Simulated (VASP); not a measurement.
# AlRu (Pm-3m) in VASP: a series of runs, part 2 of 2

VASP 6.6.1.

## (3) Relaxation of cell and atoms, PBEsol

This run uses another cell than the first one, of 13.39 Å³/atom, 1.015 times its volume.

INCAR reads:

```
PREC = Accurate
ENCUT = 600
EDIFF = 1E-6
ISMEAR = 0
SIGMA = 0.1
LREAL = F
LASPH = T
NELM = 60
ALGO = Fast
ISIF = 3
LWAVE = F
LCHARG = F
GGA = PS
IBRION = 2
NSW = 100
EDIFFG = -0.005
```

KPOINTS reads:

```
Automatic mesh
0
Gamma
  14 14 14
```

POSCAR reads:

```
AlRu
1.0
    2.9916000000      0.0000000000      0.0000000000
    0.0000000000      2.9916000000      0.0000000000
    0.0000000000      0.0000000000      2.9916000000
Al Ru
1 1
Direct
    0.0000000000      0.0000000000      0.0000000000
    0.5000000000      0.5000000000      0.5000000000
```

Potentials or basis: VASP PAW PBE potentials, release 64 (Al, Ru_pv).

Started as:

```sh
cat potpaw_PBE.64/Al/POTCAR potpaw_PBE.64/Ru_pv/POTCAR > POTCAR
mpirun -np 1 vasp_std > vasp.out
```

OUTCAR:

```text
PREC = Accurate
   ENCUT = 600
   EDIFF = 1E-6
   ISMEAR = 0
   LREAL = F
   LASPH = T
   NELM = 60
   ISIF = 3
   GGA = PS
   IBRION = 2
   NSW = 100
   EDIFFG = -0.005

 ion  position               nearest neighbor table
   1  0.000  0.000  0.000-   2 2.59   2 2.59   2 2.59   2 2.59   2 2.59   2 2.59   2 2.59   2 2.59

   2  0.500  0.500  0.500-   1 2.59   1 2.59   1 2.59   1 2.59   1 2.59   1 2.59   1 2.59   1 2.59

  LATTYP: Found a simple cubic cell.
 ALAT       =     2.9916000000

  Lattice vectors:

 A1 = (   2.9916000000,   0.0000000000,   0.0000000000)
 A2 = (   0.0000000000,   2.9916000000,   0.0000000000)
 A3 = (   0.0000000000,   0.0000000000,   2.9916000000)

Analysis of symmetry for initial positions (statically):
=====================================================================
 Subroutine PRICEL returns:
 Original cell was already a primitive cell.

 Routine SETGRP: Setting up the symmetry group for a
 simple cubic supercell.

 Subroutine GETGRP returns: Found 48 space group operations
[... 9 lines left out ...]

 Routine SETGRP: Setting up the symmetry group for a
 simple cubic supercell.

 Subroutine GETGRP returns: Found 48 space group operations
[... 11 lines left out ...]
                                     Primitive cell

  volume of cell :      26.7738

  direct lattice vectors                    reciprocal lattice vectors
     2.991600000  0.000000000  0.000000000     0.334269287  0.000000000  0.000000000
     0.000000000  2.991600000  0.000000000     0.000000000  0.334269287  0.000000000
     0.000000000  0.000000000  2.991600000     0.000000000  0.000000000  0.334269287

  length of vectors
     2.991600000  2.991600000  2.991600000     0.334269287  0.334269287  0.334269287

  position of ions in fractional coordinates (direct lattice)
     0.000000000  0.000000000  0.000000000
     0.500000000  0.500000000  0.500000000

  ion indices of the primitive-cell ions
   primitive index   ion index
                 1           1
[... 105 lines left out ...]
 non-spin polarized calculation
 RMM-DIIS sequential band-by-band and
 Gauss-broadening in eV      SIGMA  =   0.10
  energy-cutoff  :      600.00
  volume of cell :       26.77
 maximum number of plane-waves:       916
 NGX is ok and might be reduce to    24
   NGX = 11   NGY = 11   NGZ = 11

--------------------------------------- Ionic step        1  -------------------------------------------

 number of electron      16.9999995 magnetization

 Free energy of the ion-electron system (eV)
  ---------------------------------------------------
  ext. energy  EPLUGINS =         0.00000000
  ---------------------------------------------------
  free energy    TOTEN  =       -15.51485650 eV

  energy without entropy =      -15.50537562  energy(sigma->0) =      -15.51011606

------------------------ aborting loop because EDIFF is reached ----------------------------------------

  FORCE on cell =-STRESS in cart. coord.  units (eV):
  Direction    XX          YY          ZZ          XY          YZ          ZX
  --------------------------------------------------------------------------------------
  -------------------------------------------------------------------------------------
  Total       -0.5252154     -0.5252154     -0.5252154      0.0000000     -0.0000000     -0.0000000
  in kB      -31.4294995    -31.4294995    -31.4294995      0.0000000     -0.0000000     -0.0000000
  external PRESSURE =     -31.4294995 kB  Pullay stress =       0.0000000 kB
[... 239 lines left out ...]
--------------------------------------- Ionic step        8  -------------------------------------------

 number of electron      16.9999996 magnetization

 Free energy of the ion-electron system (eV)
  ---------------------------------------------------
  ext. energy  EPLUGINS =         0.00000000
  ---------------------------------------------------
  free energy    TOTEN  =       -15.51896074 eV

  energy without entropy =      -15.50967422  energy(sigma->0) =      -15.51431748

 E-fermi :  10.8053     XC(G=0): -12.7636

 val. band max:       10.7963749421   @ k =   0.5000   0.2857   0.1429
 cond. band min:      10.8164333916   @ k =   0.1429   0.0714   0.0714
 fundamental gap:      0.0200584494
 Fermi energy:        10.8053308589

 k-point     1 :       0.0000    0.0000    0.0000
  band No.  band energies     occupation
      1     -30.9076      2.00000
      2     -30.9076      2.00000
      3     -30.9076      2.00000
      4       1.0360      2.00000
      5       7.1362      2.00000
      6       7.1362      2.00000
      7      11.0025      0.00530
      8      11.0025      0.00530
      9      11.0025      0.00530
     10      16.9506      0.00000
     11      16.9506      0.00000
     12      16.9506      0.00000
[... 331 lines left out ...]
 k-point    24 :       0.3571    0.2143    0.0000
  band No.  band energies     occupation
      1     -31.0786      2.00000
      2     -30.9765      2.00000
      3     -30.8846      2.00000
      4       3.9205      2.00000
      5       6.8091      2.00000
      6       8.1918      2.00000
      7       9.1531      2.00000
      8       9.5962      2.00000
      9      10.4662      2.00000
     10      13.5054      0.00000
     11      17.2506      0.00000
     12      19.7518      0.00000

 [... further k-points ...]
[... 5 lines left out ...]
  --------------------------------------------------------------------------------------
  -------------------------------------------------------------------------------------
  Total       -0.0069596     -0.0069596     -0.0069596     -0.0000000      0.0000000     -0.0000000
  in kB       -0.4226965     -0.4226965     -0.4226965     -0.0000000      0.0000000     -0.0000000
  external PRESSURE =      -0.4226965 kB  Pullay stress =       0.0000000 kB
[... 17 lines left out ...]
  FREE ENERGIE OF THE ION-ELECTRON SYSTEM (eV)
  ---------------------------------------------------
  free  energy   TOTEN  =       -15.5189607432 eV

  energy  without entropy=      -15.5096742220  energy(sigma->0) =      -15.51431748

 reached required accuracy - stopping structural energy minimisation
```

OSZICAR:

```text
N       E                     dE             d eps       ncg     rms          rms(c)
DAV:   1     0.122775131470E+03    0.12278E+03   -0.10378E+04  2944   0.148E+03
DAV:   2    -0.135993053787E+02   -0.13637E+03   -0.13102E+03  3020   0.369E+02
[... 54 lines left out ...]
DAV:   1    -0.155189654017E+02   -0.63804E-05   -0.69801E-05  2916   0.119E-01    0.200E-02
RMM:   2    -0.155189606978E+02    0.47038E-05   -0.26423E-05  2878   0.502E-02    0.730E-03
RMM:   3    -0.155189604554E+02    0.24240E-06   -0.16357E-06  1603   0.130E-02
   7 F= -.15518960E+02 E0= -.15514317E+02  d E =-.284424E-05
       N       E                     dE             d eps       ncg     rms          rms(c)
DAV:   1    -0.155189608732E+02   -0.17535E-06   -0.14623E-06  1560   0.163E-02    0.304E-03
RMM:   2    -0.155189607432E+02    0.12995E-06   -0.60982E-07  1446   0.807E-03
   8 F= -.15518961E+02 E0= -.15514317E+02  d E =-.287792E-06
```

CONTCAR:

```text
AlRu
   1.00000000000000
     2.9768394614968088    0.0000000000000000   -0.0000000000000000
     0.0000000000000000    2.9768394614968088    0.0000000000000000
     0.0000000000000000    0.0000000000000000    2.9768394614968088
  Al              Ru
     1     1
Direct
     0.0000000000000000    0.0000000000000000    0.0000000000000000
     0.5000000000000000    0.5000000000000000    0.5000000000000000

  0.00000000E+00  0.00000000E+00  0.00000000E+00
  0.00000000E+00  0.00000000E+00  0.00000000E+00
```

Wall time 39 s (1 thread of Intel Xeon 6975P-C (Granite Rapids), shared host); peak memory 0.18 GiB.

Results:

| Property | Result |
| --- | --- |
| Free energy | -15.5190 eV |
| Relaxed volume | 13.19 Å³/atom |
| Relaxed cell | a = 2.977 Å, b = 2.977 Å, c = 2.977 Å, α = 90.00°, β = 90.00°, γ = 90.00° |
| Space group after relaxing (to 0.05 Å) | Pm-3m (No. 221) |
| Energy gained by relaxing | 2.1 meV/atom |
| Ionic steps | 8 |
| Pressure after relaxing | 0.0 GPa |

Step by step:
| step | energy change (eV) | largest force (eV/Å) | pressure (GPa) | volume (Å³) |
| --- | --- | --- | --- | --- |
| 1 | 0.0000 | 0.0000 | -3.14 | 26.77 |
| 2 | 0.0058 | 0.0000 | 5.32 | 25.77 |
| 3 | -0.0041 | 0.0000 | 0.18 | 26.37 |
| 4 | -0.0041 | 0.0000 | -0.16 | 26.40 |
| 5 | -0.0041 | 0.0000 | -0.16 | 26.39 |
| 6 | -0.0041 | 0.0000 | -0.09 | 26.38 |
| 7 | -0.0041 | 0.0000 | -0.07 | 26.38 |
| 8 | -0.0041 | 0.0000 | -0.04 | 26.38 |

Final structure:
```
Al Ru
1.0
     2.97684    0.00000    0.00000
     0.00000    2.97684    0.00000
     0.00000    0.00000    2.97684
Al Ru
1 1
Direct
  0.00000 0.00000 0.00000
  0.50000 0.50000 0.50000
```

Caveat: the PAW data sets were made with another functional, which shifts forces and pressure a little.
